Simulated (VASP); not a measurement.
## CdTe: single point with RPBE+D4

The system is CdTe.

```xyz
2
Lattice="0.0000 3.0023 3.0023 3.0023 0.0000 3.0023 3.0023 3.0023 0.0000" Properties=species:S:1:pos:R:3 pbc="T T T"
Cd    3.0023    3.0023    3.0023
Te    0.0000    0.0000    0.0000
```

```yaml
Program: VASP 6.6.1
Task: single point
Functional: RPBE
Dispersion: D4
Potentials_or_basis: VASP PAW PBE potentials, release 64 (Cd, Te)
Cutoff: 520 eV
k_mesh: 6 × 6 × 6
Occupations: gaussian, width 0.05 eV
Spin: no spin polarisation
```

The pressure is 0.2 GPa. The band gap on the k mesh is zero (band 9 reaches 4.66 eV, above the bottom of band 10 at 3.33 eV) and the dispersion energy per atom is -0.863 eV.

Levels at points of the mesh, in eV from the Fermi level:
| k point | band 6 | band 7 | band 8 | band 9 | band 10 | band 11 | band 12 | band 13 |
| --- | --- | --- | --- | --- | --- | --- | --- | --- |
| (0.00, 0.00, 0.00) | -8.52 | -0.58 | -0.58 | -0.58 | 0.59 | 7.03 | 7.03 | 7.03 |
| (0.50, 0.00, 0.00) | -8.43 | -5.48 | -0.10 | -0.10 | 2.69 | 3.91 | 3.91 | 4.99 |
| (0.50, 0.50, 0.00) | -7.60 | -4.46 | -2.31 | -2.31 | -1.33 | 4.11 | 9.46 | 9.46 |

It took 6.9 s on 1 thread of AMD EPYC 9R45 (Zen 5) (shared host), peak memory 0.15 GiB.

Caveat: the PAW data sets were made with another functional, which shifts forces and pressure a little; spin-orbit coupling is left out, which moves the levels of the heavy elements; pairwise dispersion overbinds metals, which lowers pressure and volume.
